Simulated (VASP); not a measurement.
# Mg2NCl (R-3m) in VASP: further runs

The runs below take Mg2NCl through single point, with r2SCAN.

Program: VASP 6.6.1. These are calculated values, not measurements. Logs are shortened: lines on timing, memory, paths and dates and some standing lists are left out, and cuts for length are marked.

## 1. The cell of the first run

It takes space group R-3m (No. 166, trigonal). Conventional cell: a = 3.226 Å, b = 3.226 Å, c = 17.450 Å, α = 90.00°, β = 90.00°, γ = 120.00°. Mg (site symmetry 3m) has 3 N at 2.11 Å and 3 Cl at 2.68 Å and 3 Mg at 2.71 Å within 2.8 Å. N (site symmetry -3m) has 6 Mg at 2.11 Å within 2.8 Å. Cl (site symmetry -3m) has 6 Mg at 2.68 Å and 6 Cl at 3.23 Å and 6 N at 3.45 Å within 3.5 Å.

## 2. Single point, r2SCAN (13.11 Å³/atom)

POSCAR

```
Mg2NCl
1.0
    1.6129987583      0.9312652673      5.8167446208
   -1.6129987583      0.9312652673      5.8167446208
    0.0000000000     -1.8625305346      5.8167446208
Mg N Cl
2 1 1
Direct
    0.2229104119      0.2229104119      0.2229104119
    0.7770895881      0.7770895881      0.7770895881
    0.5000000000      0.5000000000      0.5000000000
    0.0000000000      0.0000000000      0.0000000000
```

INCAR.step1

```
SYSTEM = Mg2NCl
PREC = Accurate
ENCUT = 520
ISMEAR = 0
SIGMA = 0.01
LREAL = .False.
LASPH = .True.
NELM = 60
NBANDS = 16
GGA = PE
ALGO = Normal
EDIFF = 1E-4
LWAVE = .True.
LCHARG = .False.
```

INCAR.step2

```
SYSTEM = Mg2NCl
PREC = Accurate
ENCUT = 520
EDIFF = 1E-6
ISMEAR = 0
SIGMA = 0.01
LREAL = .False.
LASPH = .True.
NELM = 60
ALGO = Normal
ISIF = 2
LWAVE = .False.
LCHARG = .False.
METAGGA = R2SCAN
LMIXTAU = .True.
NBANDS = 16
ISTART = 1
```

KPOINTS

```
Automatic mesh
0
Gamma
  8 8 8
  0 0 0
```

Potentials or basis: VASP PAW PBE potentials, release 64 (Mg, N, Cl).

Command:

```
> cat potpaw_PBE.64/Mg/POTCAR potpaw_PBE.64/N/POTCAR potpaw_PBE.64/Cl/POTCAR > POTCAR
> cp INCAR.step1 INCAR
> mpirun -np 1 vasp_std > vasp.out
> cp INCAR.step2 INCAR
> mpirun -np 1 vasp_std > vasp.out
```

OUTCAR:

```text
SYSTEM = Mg2NCl
   PREC = Accurate
   ENCUT = 520
   EDIFF = 1E-6
   ISMEAR = 0
   LREAL = .False.
   LASPH = .True.
   NELM = 60
   ISIF = 2
   METAGGA = R2SCAN
   ISTART = 1

 ion  position               nearest neighbor table
   1  0.223  0.223  0.223-   3 2.11   3 2.11   3 2.11   4 2.68   4 2.68   4 2.68   2 2.71   2 2.71
                             2 2.71
   2  0.777  0.777  0.777-   3 2.11   3 2.11   3 2.11   4 2.68   4 2.68   4 2.68   1 2.71   1 2.71
                             1 2.71
   3  0.500  0.500  0.500-   1 2.11   2 2.11   1 2.11   1 2.11   2 2.11   2 2.11
   4  0.000  0.000  0.000-   2 2.68   1 2.68   2 2.68   2 2.68   1 2.68   1 2.68

  LATTYP: Found a trigonal (rhomboedric) cell.
 ALAT       =     6.1076622349
 COS(alpha) =     0.8605084056

  Lattice vectors:

 A1 = (   1.6129987583,   0.9312652673,   5.8167446208)
 A2 = (  -1.6129987583,   0.9312652673,   5.8167446208)
 A3 = (   0.0000000000,  -1.8625305346,   5.8167446208)

Analysis of symmetry for initial positions (statically):
=====================================================================
 Subroutine PRICEL returns:
 Original cell was already a primitive cell.

 Routine SETGRP: Setting up the symmetry group for a
 trigonal (rhombohedral) supercell.

 Subroutine GETGRP returns: Found 12 space group operations
 (whereof 12 operations were pure point group operations)
 out of a pool of 12 trial point group operations.

The static configuration has the point symmetry D_3d.

Analysis of symmetry for dynamics (positions and initial velocities):
=====================================================================
 Subroutine PRICEL returns:
 Original cell was already a primitive cell.

 Routine SETGRP: Setting up the symmetry group for a
 trigonal (rhombohedral) supercell.

 Subroutine GETGRP returns: Found 12 space group operations
 (whereof 12 operations were pure point group operations)
 out of a pool of 12 trial point group operations.

The dynamic configuration has the point symmetry D_3d.

 Subroutine INISYM returns: Found 12 space group operations
 (whereof 12 operations are pure point group operations),
 and found     1 'primitive' translations

----------------------------------------------------------------------------------------

                                     Primitive cell

  volume of cell :      52.4250

  direct lattice vectors                    reciprocal lattice vectors
     1.612998758  0.931265267  5.816744621     0.309981640  0.178967983  0.057305822
    -1.612998758  0.931265267  5.816744621    -0.309981640  0.178967983  0.057305822
     0.000000000 -1.862530535  5.816744621     0.000000000 -0.357935966  0.057305822

  length of vectors
     6.107662235  6.107662235  6.107662235     0.362494294  0.362494294  0.362494294

  position of ions in fractional coordinates (direct lattice)
     0.222910412  0.222910412  0.222910412
     0.777089588  0.777089588  0.777089588
     0.500000000  0.500000000  0.500000000
     0.000000000  0.000000000  0.000000000

  ion indices of the primitive-cell ions
   primitive index   ion index
                 1           1
                 2           2
                 3           3
                 4           4

----------------------------------------------------------------------------------------

 KPOINTS: Automatic mesh

Automatic generation of k-mesh.
 Grid dimensions read from file:
 generate k-points for:    8    8    8

 Generating k-lattice:

  Cartesian coordinates                     Fractional coordinates (reciprocal lattice)
     0.038747705  0.022370998  0.007163228     0.125000000 -0.000000000  0.000000000
    -0.038747705  0.022370998  0.007163228    -0.000000000  0.125000000  0.000000000
     0.000000000 -0.044741996  0.007163228     0.000000000  0.000000000  0.125000000

  Length of vectors
     0.045311787  0.045311787  0.045311787

  Shift w.r.t. Gamma in fractional coordinates (k-lattice)
     0.000000000  0.000000000  0.000000000

 Subroutine IBZKPT returns following result:
 ===========================================

 Found     65 irreducible k-points:

 Following reciprocal coordinates:
            Coordinates               Weight
  0.000000  0.000000  0.000000      1.000000
  0.125000 -0.000000  0.000000      6.000000
  0.250000 -0.000000  0.000000      6.000000
  0.375000 -0.000000  0.000000      6.000000
  0.500000 -0.000000  0.000000      3.000000
  0.125000  0.125000  0.000000      6.000000
[... 16 lines left out ...]
  0.250000  0.125000  0.125000      6.000000
  0.375000  0.125000  0.125000      6.000000
 [... further k-points ...]
   k-points           NKPTS =     65   k-points in BZ     NKDIM =     65   number of bands    NBANDS=     16
   number of dos      NEDOS =    301   number of ions     NIONS =      4
   total plane-waves  NPLWV = 110592
   dimension x,y,z NGX =    48 NGY =   48 NGZ =   48
   dimension x,y,z NGXF=    96 NGYF=   96 NGZF=   96
   ions per type =               2   1   1
   NGX,Y,Z   is equivalent  to a cutoff of  13.07, 13.07, 13.07 a.u.
   NGXF,Y,Z  is equivalent  to a cutoff of  26.13, 26.13, 26.13 a.u.
 SYSTEM =  Mg2NCl
   PREC   = accura    normal or accurate (medium, high low for compatibility)
   ISTART =      1    job   : 0-new  1-cont  2-samecut
   ICHARG =      0    charge: 1-file 2-atom 10-const
   ISPIN  =      1    spin polarized calculation?
   LNONCOLLINEAR =      F non collinear calculations
   LSORBIT =      F    spin-orbit coupling
   LASPH  =      T    aspherical Exc in radial PAW
   ENCUT  =  520.0 eV  38.22 Ry    6.18 a.u.  11.36 11.36 11.36*2*pi/ulx,y,z
   NELM   =     60;   NELMIN=  2; NELMDL=  0     # of ELM steps
   EDIFF  = 0.1E-05   stopping-criterion for ELM
   LREAL  =      F    real-space projection
   EDIFFG = 0.1E-04   stopping-criterion for IOM
   NSW    =      0    number of steps for IOM
   IBRION =     -1    ionic relax: 0-MD 1-quasi-New 2-CG
   NFREE  =      0    steps in history (QN), initial steepest desc. (CG)
   ISIF   =      2    stress and relaxation
   ISYM   =      2    0-nonsym 1-usesym 2-fastsym
   POTIM  = 0.5000    time-step for ionic-motion
   TEBEG  =    0.0;   TEEND  =   0.0 temperature during run
   PSTRESS=    0.0 pullay stress
   NELECT =      16.0000    total number of electrons
   NUPDOWN=      -1.0000    fix difference up-down
   EMIN   =  10.00;   EMAX   =-10.00  energy-range for DOS
   EFERMI =   0.00;   METHOD = LEGACY
   ISMEAR =     0;   SIGMA  =   0.01  broadening in eV -4-tet -1-fermi 0-gaus
   EFERMI_NEDOS =   21; number of points for ismear=-14 and -15
   IALGO  =     38    algorithm
   IMIX   =      4    mixing-type and parameters
     AMIX     =   0.40;   BMIX     =  1.00
     AMIX_MAG =   1.60;   BMIX_MAG =  1.00
  volume/ion in A,a.u.               =      13.11        88.45
  Fermi-wavevector in a.u.,A,eV,Ry     =   1.102221  2.082895 16.529591  1.214891
  Thomas-Fermi vector in A             =   2.238660
   LORBIT       =      0    0 simple, 1 ext, 2 COOP (PROOUT), +10 PAW based schemes
   METAGGA = R2SCAN    functional components
   LHFCALC =     F    Hartree Fock is set to
   AEXX    =    0.0000 exact exchange contribution
   IVDW    =     0    specifies the selected vdW correction
   LEPSILON=     F    determine dielectric tensor
   LRPA    =     F    only Hartree local field effects (RPA)
 non-spin polarized calculation
 Gauss-broadening in eV      SIGMA  =   0.01
  energy-cutoff  :      520.00
  volume of cell :       52.43
 maximum number of plane-waves:      1428
 NGX is ok and might be reduce to    48
   NGX = 23   NGY = 23   NGZ = 23

 number of electron      15.9999999 magnetization

 Free energy of the ion-electron system (eV)
  ---------------------------------------------------
  ext. energy  EPLUGINS =         0.00000000
  ---------------------------------------------------
  free energy    TOTEN  =       -29.02592924 eV

  energy without entropy =      -29.02592924  energy(sigma->0) =      -29.02592924

 E-fermi :   4.6511     XC(G=0): -10.7872

 val. band max:        4.5994846057   @ k =   0.0000   0.0000   0.0000
 cond. band min:       8.1494466075   @ k =   0.0000   0.0000   0.0000
 fundamental gap:      3.5499620018
 Fermi energy:         4.6511006043

 k-point     1 :       0.0000    0.0000    0.0000
  band No.  band energies     occupation
      1     -13.2149      2.00000
      2      -9.1806      2.00000
      3      -2.3647      2.00000
      4       1.9677      2.00000
      5       1.9677      2.00000
      6       3.5328      2.00000
[... 8 lines left out ...]
     15      15.7945      0.00000
     16      15.7945      0.00000

 k-point     2 :       0.1250   -0.0000    0.0000
  band No.  band energies     occupation
      1     -13.0757      2.00000
      2      -9.0554      2.00000
      3      -2.1605      2.00000
      4       1.1845      2.00000
      5       1.8111      2.00000
      6       3.4986      2.00000
[... 8 lines left out ...]
     15      15.3219      0.00000
     16      15.9006      0.00000

 k-point     3 :       0.2500   -0.0000    0.0000
  band No.  band energies     occupation
      1     -12.7112      2.00000
      2      -8.7282      2.00000
      3      -1.6085      2.00000
      4      -0.3631      2.00000
      5       1.4634      2.00000
      6       2.2208      2.00000
[... 8 lines left out ...]
     15      15.6695      0.00000
     16      17.0157      0.00000

 k-point     4 :       0.3750   -0.0000    0.0000
  band No.  band energies     occupation
      1     -12.2951      2.00000
      2      -8.3569      2.00000
      3      -1.6908      2.00000
      4      -0.9116      2.00000
      5       0.9756      2.00000
      6       1.1504      2.00000
[... 8 lines left out ...]
     15      15.4474      0.00000
     16      18.2955      0.00000

 k-point     5 :       0.5000   -0.0000    0.0000
  band No.  band energies     occupation
      1     -12.1027      2.00000
      2      -8.1866      2.00000
      3      -2.2010      2.00000
      4      -0.5563      2.00000
      5       0.4844      2.00000
      6       1.0291      2.00000
[... 8 lines left out ...]
     15      15.1973      0.00000
     16      18.4821      0.00000

 k-point     6 :       0.1250    0.1250    0.0000
  band No.  band energies     occupation
      1     -13.0740      2.00000
      2      -9.0630      2.00000
      3      -2.1293      2.00000
      4       1.1797      2.00000
      5       1.8066      2.00000
      6       3.4003      2.00000
[... 8 lines left out ...]
     15      15.3529      0.00000
     16      15.8098      0.00000
[... 267 lines left out ...]
 k-point    21 :       0.5000    0.5000    0.0000
  band No.  band energies     occupation
      1     -12.1015      2.00000
      2      -8.1629      2.00000
      3      -2.3712      2.00000
      4      -1.1310      2.00000
      5       1.0054      2.00000
      6       1.3713      2.00000
[... 8 lines left out ...]
     15      16.3344      0.00000
     16      18.3615      0.00000

 k-point    22 :       0.1250    0.1250    0.1250
  band No.  band energies     occupation
      1     -13.2093      2.00000
      2      -9.2061      2.00000
      3      -2.2571      2.00000
      4       1.9696      2.00000
      5       1.9696      2.00000
      6       3.2676      2.00000
[... 8 lines left out ...]
     15      15.8940      0.00000
     16      15.8940      0.00000

 k-point    23 :       0.2500    0.1250    0.1250
  band No.  band energies     occupation
      1     -13.0676      2.00000
      2      -9.0918      2.00000
      3      -2.0017      2.00000
      4       1.1700      2.00000
      5       1.8172      2.00000
      6       3.1038      2.00000
[... 8 lines left out ...]
     15      15.6012      0.00000
     16      16.1513      0.00000

 k-point    24 :       0.3750    0.1250    0.1250
  band No.  band energies     occupation
      1     -12.7036      2.00000
      2      -8.7605      2.00000
      3      -1.4691      2.00000
      4      -0.3751      2.00000
      5       1.4683      2.00000
      6       2.2191      2.00000
[... 8 lines left out ...]
     15      15.7819      0.00000
     16      17.1316      0.00000

 [... further k-points ...]
[... 5 lines left out ...]
  --------------------------------------------------------------------------------------
  -------------------------------------------------------------------------------------
  Total        2.1898823      2.1898823      1.7125137      0.0000000      0.0000000      0.0000000
  in kB       66.9256622     66.9256622     52.3366531      0.0000000      0.0000000      0.0000000
  external PRESSURE =      62.0626591 kB  Pullay stress =       0.0000000 kB

 VOLUME and BASIS-vectors are now :
 -----------------------------------------------------------------------------
  energy-cutoff  :      520.00
  volume of cell :       52.43
      direct lattice vectors                 reciprocal lattice vectors
     1.612998758  0.931265267  5.816744621     0.309981640  0.178967983  0.057305822
    -1.612998758  0.931265267  5.816744621    -0.309981640  0.178967983  0.057305822
     0.000000000 -1.862530535  5.816744621     0.000000000 -0.357935966  0.057305822

 POSITION                                       TOTAL-FORCE (eV/Angst)
 -----------------------------------------------------------------------------------
      0.00000      0.00000      3.88984         0.000000      0.000000      0.239934
      0.00000      0.00000     13.56040         0.000000     -0.000000     -0.239934
      0.00000      0.00000      8.72512         0.000000      0.000000      0.000000
      0.00000      0.00000      0.00000         0.000000     -0.000000     -0.000000
 -----------------------------------------------------------------------------------
    total drift:                               -0.000000      0.000000     -0.000000

  FREE ENERGIE OF THE ION-ELECTRON SYSTEM (eV)
  ---------------------------------------------------
  free  energy   TOTEN  =       -29.0259292379 eV

  energy  without entropy=      -29.0259292379  energy(sigma->0) =      -29.02592924
```

It took 4.3 min on 1 thread of Intel Xeon 6975P-C (Granite Rapids), shared host; peak memory 0.39 GiB.

Results:

* Free energy: -29.0259 eV
* Pressure: 6.2 GPa
* Largest force: 0.240 eV/Å
* Band gap on the k mesh: 3.55 eV

Forces in eV/Å, atoms in the order of the input:
```
Mg   0.000  0.000  0.240
Mg   0.000  0.000 -0.240
N    0.000  0.000  0.000
Cl   0.000  0.000  0.000
```

Stress tensor (GPa, compression positive):
```
6.69 0.00 0.00
0.00 6.69 0.00
0.00 0.00 5.23
```

Caveat: the cell stands under pressure; the PAW data sets were made with another functional, which shifts forces and pressure a little.

## 3. Single point, r2SCAN (13.52 Å³/atom)

This run uses another cell than the first one, of 13.52 Å³/atom.

POSCAR

```
Mg2NCl
1.0
    1.6299789404      0.9410687800      5.8779780114
   -1.6299789404      0.9410687800      5.8779780114
    0.0000000000     -1.8821375600      5.8779780114
Mg N Cl
2 1 1
Direct
    0.2229104119      0.2229104119      0.2229104119
    0.7770895881      0.7770895881      0.7770895881
    0.5000000000      0.5000000000      0.5000000000
    0.0000000000      0.0000000000      0.0000000000
```

INCAR.step1

```
  ALGO = Normal
  EDIFF = 1E-4
  ENCUT = 520
  GGA = PE
  ISMEAR = 0
  LASPH = T
  LCHARG = F
  LREAL = F
  LWAVE = T
  NBANDS = 16
  NELM = 100
  PREC = Accurate
  SIGMA = 0.01
```

INCAR.step2

```
  ALGO = Normal
  EDIFF = 1E-6
  ENCUT = 520
  ISIF = 2
  ISMEAR = 0
  ISTART = 1
  LASPH = T
  LCHARG = F
  LMIXTAU = T
  LREAL = F
  LWAVE = F
  METAGGA = R2SCAN
  NBANDS = 16
  NELM = 100
  PREC = Accurate
  SIGMA = 0.01
```

KPOINTS

```
k-points
0
Gamma
  8 8 8
```

Potentials or basis: VASP PAW PBE potentials, release 64 (Mg, N, Cl).

Command:

```
> cat potpaw_PBE.64/Mg/POTCAR potpaw_PBE.64/N/POTCAR potpaw_PBE.64/Cl/POTCAR > POTCAR
> cp INCAR.step1 INCAR
> mpirun -np 1 vasp_std > vasp.out
> cp INCAR.step2 INCAR
> mpirun -np 1 vasp_std > vasp.out
```

It took 4.3 min on 1 thread of Intel Xeon 6975P-C (Granite Rapids), shared host; peak memory 0.39 GiB.

The run converged. Its results:

| Property | Result |
| --- | --- |
| Free energy | -29.0724 eV |
| Pressure | 2.6 GPa |
| Largest force | 0.078 eV/Å |
| Band gap on the k mesh | 3.31 eV |

Forces in eV/Å, atoms in the order of the input:
```
Mg   0.000  0.000  0.078
Mg   0.000  0.000 -0.078
N    0.000  0.000  0.000
Cl   0.000  0.000  0.000
```

Stress tensor (GPa, compression positive):
```
2.82 0.00 0.00
0.00 2.82 0.00
0.00 0.00 2.07
```

Levels at points of the mesh, in eV from the valence-band top:
```csv
k point,band 4,band 5,band 6,band 7,band 8,band 9,band 10,band 11,band 12,band 13
"(0.00, 0.00, 0.00)",-2.64,-2.64,-1.06,0.00,0.00,3.31,6.21,9.72,9.88,10.13
"(0.50, 0.00, 0.00)",-5.06,-4.03,-3.53,-1.56,-0.83,4.99,6.75,6.93,8.27,8.53
"(0.50, 0.50, 0.00)",-5.61,-3.55,-3.18,-0.86,-0.76,3.86,4.73,5.91,9.59,10.47
"(0.50, 0.50, 0.50)",-2.71,-2.63,-2.63,-0.03,-0.03,5.73,5.93,7.85,9.40,10.28
```

Caveat: the PAW data sets were made with another functional, which shifts forces and pressure a little.
